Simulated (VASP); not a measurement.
# Tc (Fm-3m) in VASP: further runs

Runs on Tc. Level: LDA. Tasks: single point, relaxation of cell and atoms.

Everything below comes from runs of VASP 6.6.1. Logs are shortened: lines on timing, memory, paths and dates and some standing lists are left out, and cuts for length are marked.

## 1. The cell of the first run

The structure is cubic, space group Fm-3m (No. 225). The conventional cell has a = 3.811 Å, b = 3.811 Å, c = 3.811 Å, α = 90.00°, β = 90.00°, γ = 90.00°. Tc (site symmetry m-3m) has 12 Tc at 2.69 Å within 3.6 Å.

This isn't the form of Tc at room conditions, which is hcp.

## 2. Single point, LDA

Input file INCAR:

```
  PREC = Accurate
  ENCUT = 500
  EDIFF = 1E-6
  ISMEAR = -1
  SIGMA = 0.05
  LREAL = F
  LASPH = T
  NELM = 120
  ALGO = Normal
  ISIF = 2
  LWAVE = F
  LCHARG = F
  GGA = CA
  NBANDS = 12
  GGA_COMPAT = F
```

Input file KPOINTS:

```
Automatic mesh
0
Gamma
  19 19 19
```

Input file POSCAR:

```
Tc
1.0
    0.0000000000      1.9054987293      1.9054987293
    1.9054987293      0.0000000000      1.9054987293
    1.9054987293      1.9054987293      0.0000000000
Tc
1
Direct
    0.0000000000      0.0000000000      0.0000000000
```

Potentials or basis: VASP PAW LDA potentials, release 64 (Tc_pv).

Launch:

```
$ cat potpaw_LDA.64/Tc_pv/POTCAR > POTCAR
$ mpirun -np 1 vasp_std > vasp.out
```

OUTCAR:

```text
PREC = Accurate
   ENCUT = 500
   EDIFF = 1E-6
   ISMEAR = -1
   LREAL = F
   LASPH = T
   NELM = 120
   ISIF = 2
   GGA = CA

 ion  position               nearest neighbor table
   1  0.000  0.000  0.000-

  LATTYP: Found a face centered cubic cell.
 ALAT       =     3.8109974586

  Lattice vectors:

 A1 = (   0.0000000000,   1.9054987293,   1.9054987293)
 A2 = (   1.9054987293,   0.0000000000,   1.9054987293)
 A3 = (   1.9054987293,   1.9054987293,   0.0000000000)

Analysis of symmetry for initial positions (statically):
=====================================================================
 Subroutine PRICEL returns:
 Original cell was already a primitive cell.

 Routine SETGRP: Setting up the symmetry group for a
 face centered cubic supercell.

 Subroutine GETGRP returns: Found 48 space group operations
 (whereof 48 operations were pure point group operations)
 out of a pool of 48 trial point group operations.

The static configuration has the point symmetry O_h .

Analysis of symmetry for dynamics (positions and initial velocities):
=====================================================================
 Subroutine PRICEL returns:
 Original cell was already a primitive cell.

 Routine SETGRP: Setting up the symmetry group for a
 face centered cubic supercell.

 Subroutine GETGRP returns: Found 48 space group operations
 (whereof 48 operations were pure point group operations)
 out of a pool of 48 trial point group operations.

The dynamic configuration has the point symmetry O_h .

 Subroutine INISYM returns: Found 48 space group operations
 (whereof 48 operations are pure point group operations),
 and found     1 'primitive' translations

----------------------------------------------------------------------------------------

                                     Primitive cell

  volume of cell :      13.8374

  direct lattice vectors                    reciprocal lattice vectors
     0.000000000  1.905498729  1.905498729    -0.262398496  0.262398496  0.262398496
     1.905498729  0.000000000  1.905498729     0.262398496 -0.262398496  0.262398496
     1.905498729  1.905498729  0.000000000     0.262398496  0.262398496 -0.262398496

  length of vectors
     2.694782146  2.694782146  2.694782146     0.454487526  0.454487526  0.454487526

  position of ions in fractional coordinates (direct lattice)
     0.000000000  0.000000000  0.000000000

  ion indices of the primitive-cell ions
   primitive index   ion index
                 1           1

[... 79 lines left out ...]
   POTIM  = 0.5000    time-step for ionic-motion
   TEBEG  =    0.0;   TEEND  =   0.0 temperature during run
   PSTRESS=    0.0 pullay stress
   NELECT =      13.0000    total number of electrons
   NUPDOWN=      -1.0000    fix difference up-down
   EMIN   =  10.00;   EMAX   =-10.00  energy-range for DOS
   EFERMI =   0.00;   METHOD = LEGACY
   ISMEAR =    -1;   SIGMA  =   0.05  broadening in eV -4-tet -1-fermi 0-gaus
   EFERMI_NEDOS =   21; number of points for ismear=-14 and -15
   IALGO  =     38    algorithm
   IMIX   =      4    mixing-type and parameters
     AMIX     =   0.40;   BMIX     =  1.00
     AMIX_MAG =   1.60;   BMIX_MAG =  1.00
  volume/ion in A,a.u.               =      13.84        93.38
  Fermi-wavevector in a.u.,A,eV,Ry     =   1.603383  3.029955 34.978363  2.570837
  Thomas-Fermi vector in A             =   2.700055
   LORBIT       =      0    0 simple, 1 ext, 2 COOP (PROOUT), +10 PAW based schemes
   GGA     = CA    functional components
   LHFCALC =     F    Hartree Fock is set to
   AEXX    =    0.0000 exact exchange contribution
   IVDW    =     0    specifies the selected vdW correction
   LEPSILON=     F    determine dielectric tensor
   LRPA    =     F    only Hartree local field effects (RPA)
 non-spin polarized calculation
  energy-cutoff  :      500.00
  volume of cell :       13.84
 maximum number of plane-waves:       362
   NGX =  9   NGY =  9   NGZ =  9

 number of electron      12.9999997 magnetization

 Free energy of the ion-electron system (eV)
  ---------------------------------------------------
  ext. energy  EPLUGINS =         0.00000000
  ---------------------------------------------------
  free energy    TOTEN  =       -11.66130437 eV

  energy without entropy =      -11.65214132  energy(sigma->0) =      -11.65672284

 E-fermi :  13.2810     XC(G=0): -14.2247

 val. band max:       13.2738938411   @ k =   0.3158   0.2105   0.0000
 cond. band min:      13.2904026706   @ k =  -0.3158   0.3158   0.1053
 fundamental gap:      0.0165088294
 Fermi energy:        13.2809862345

 k-point     1 :       0.0000    0.0000    0.0000
  band No.  band energies     occupation
      1     -24.8091      2.00000
      2     -24.8091      2.00000
      3     -24.8091      2.00000
      4       5.6330      2.00000
      5      11.3839      2.00000
      6      11.3839      2.00000
      7      11.3839      2.00000
      8      14.1568      0.00000
      9      14.1568      0.00000
     10      27.2953      0.00000
     11      33.0325      0.00000
     12      33.0325      0.00000
[... 331 lines left out ...]
 k-point    24 :      -0.2632    0.0526    0.0000
  band No.  band energies     occupation
      1     -25.6952      2.00000
      2     -24.9692      2.00000
      3     -24.9083      2.00000
      4       7.7830      2.00000
      5      11.1534      2.00000
      6      11.7075      2.00000
      7      11.7978      2.00000
      8      14.1793      0.00000
      9      15.1197      0.00000
     10      27.4502      0.00000
     11      30.6416      0.00000
     12      36.7338      0.00000

 [... further k-points ...]

------------------------ aborting loop because EDIFF is reached ----------------------------------------

  FORCE on cell =-STRESS in cart. coord.  units (eV):
  Direction    XX          YY          ZZ          XY          YZ          ZX
  --------------------------------------------------------------------------------------
  -------------------------------------------------------------------------------------
  Total       -0.0009189     -0.0009189     -0.0009189     -0.0000000      0.0000000     -0.0000000
  in kB       -0.1063965     -0.1063965     -0.1063965     -0.0000000      0.0000000     -0.0000000
  external PRESSURE =      -0.1063965 kB  Pullay stress =       0.0000000 kB

 VOLUME and BASIS-vectors are now :
 -----------------------------------------------------------------------------
  energy-cutoff  :      500.00
  volume of cell :       13.84
      direct lattice vectors                 reciprocal lattice vectors
     0.000000000  1.905498729  1.905498729    -0.262398496  0.262398496  0.262398496
     1.905498729  0.000000000  1.905498729     0.262398496 -0.262398496  0.262398496
     1.905498729  1.905498729  0.000000000     0.262398496  0.262398496 -0.262398496

 POSITION                                       TOTAL-FORCE (eV/Angst)
 -----------------------------------------------------------------------------------
      0.00000      0.00000      0.00000        -0.000000     -0.000000     -0.000000
 -----------------------------------------------------------------------------------
    total drift:                                0.000000     -0.000000     -0.000000

  FREE ENERGIE OF THE ION-ELECTRON SYSTEM (eV)
  ---------------------------------------------------
  free  energy   TOTEN  =       -11.6613043653 eV

  energy  without entropy=      -11.6521413227  energy(sigma->0) =      -11.65672284
```

OSZICAR:

```text
N       E                     dE             d eps       ncg     rms          rms(c)
DAV:   1     0.112418290000E+03    0.11242E+03   -0.76590E+03  5320   0.101E+03
DAV:   2    -0.107637482384E+02   -0.12318E+03   -0.11971E+03  5776   0.308E+02
DAV:   3    -0.124438012245E+02   -0.16801E+01   -0.16768E+01  5912   0.414E+01
DAV:   4    -0.124504407559E+02   -0.66395E-02   -0.66393E-02  5780   0.287E+00
DAV:   5    -0.124504907744E+02   -0.50018E-04   -0.50018E-04  6008   0.237E-01    0.153E+01
DAV:   6    -0.117554752762E+02    0.69502E+00   -0.89703E-01  5424   0.126E+01    0.486E+00
DAV:   7    -0.116686374524E+02    0.86838E-01   -0.13499E-01  5872   0.466E+00    0.711E-01
DAV:   8    -0.116612940174E+02    0.73434E-02   -0.55759E-03  5392   0.941E-01    0.676E-02
DAV:   9    -0.116612959126E+02   -0.18951E-05   -0.50670E-05  6156   0.942E-02    0.244E-02
DAV:  10    -0.116613043331E+02   -0.84205E-05   -0.34240E-06  5604   0.207E-02    0.138E-03
DAV:  11    -0.116613043653E+02   -0.32200E-07   -0.45512E-08  3368   0.283E-03
   1 F= -.11661304E+02 E0= -.11656723E+02  d E =-.916304E-02
```

Run time: 16 s. Hardware: 1 thread of Intel Xeon Platinum 8488C (Sapphire Rapids), shared host; peak memory 0.14 GiB.

Results:

| Quantity | Value |
| --- | --- |
| Free energy | -11.6613 eV |
| Pressure | 0.0 GPa |
| Band gap on the k mesh | zero (an odd number of electrons rules out a gap without spin polarisation) |

## 3. Relaxation of cell and atoms, LDA

This run uses another cell than the first one, of 14.27 Å³/atom.

Input file INCAR:

```
PREC = Accurate
ENCUT = 500
EDIFF = 1E-7
ISMEAR = -1
SIGMA = 0.05
LREAL = False
LASPH = True
NELM = 120
ALGO = Normal
ISIF = 3
LWAVE = False
LCHARG = False
IBRION = 2
NSW = 80
EDIFFG = -0.01
GGA_COMPAT = False
NELMIN = 4
```

Input file KPOINTS:

```
regular mesh
0
Gamma
  19 19 19
```

Input file POSCAR:

```
Tc
1.0
    0.0000000000      1.9250000000      1.9250000000
    1.9250000000      0.0000000000      1.9250000000
    1.9250000000      1.9250000000      0.0000000000
Tc
1
Direct
    0.0000000000      0.0000000000      0.0000000000
```

Potentials or basis: VASP PAW LDA potentials, release 64 (Tc_pv).

Launch:

```
$ cat potpaw_LDA.64/Tc_pv/POTCAR > POTCAR
$ mpirun -np 1 vasp_std > vasp.out
```

Run time: 42 s. Hardware: 1 thread of Intel Xeon Platinum 8488C (Sapphire Rapids), shared host; peak memory 0.15 GiB.

It converged, with:

```yaml
Free_energy: -11.6621 eV
Relaxed_volume: 13.84 Å³/atom
Relaxed_cell: a = 2.695 Å, b = 2.695 Å, c = 2.695 Å, α = 60.00°, β = 60.00°, γ = 60.00°
Space_group_after_relaxing_to_0.1_Å: Fm-3m (No. 225)
Energy_gained_by_relaxing: 13.4 meV/atom
Ionic_steps: 4
Pressure_after_relaxing: 0.0 GPa
Band_gap_on_the_k_mesh: zero (an odd number of electrons rules out a gap without spin polarisation)
```

The path:
| step | energy change (eV) | largest force (eV/Å) | pressure (GPa) | volume (Å³) |
| --- | --- | --- | --- | --- |
| 1 | 0.0000 | 0.0000 | -9.76 | 14.27 |
| 2 | 0.1411 | 0.0000 | 41.74 | 12.55 |
| 3 | -0.0133 | 0.0000 | -0.45 | 13.86 |
| 4 | -0.0134 | 0.0000 | -0.04 | 13.84 |

Final structure:
```
Tc
1.0
     0.00000    1.90570    1.90570
     1.90570    0.00000    1.90570
     1.90570    1.90570    0.00000
Tc
1
Direct
  0.00000 0.00000 0.00000
```

Levels at points of the mesh, in eV from the Fermi level:
```
           k point  band 3  band 4  band 5  band 6  band 7  band 8  band 9  band 10
(0.00, 0.00, 0.00)  -38.09   -7.65   -1.90   -1.90   -1.90    0.88    0.88    14.01
```
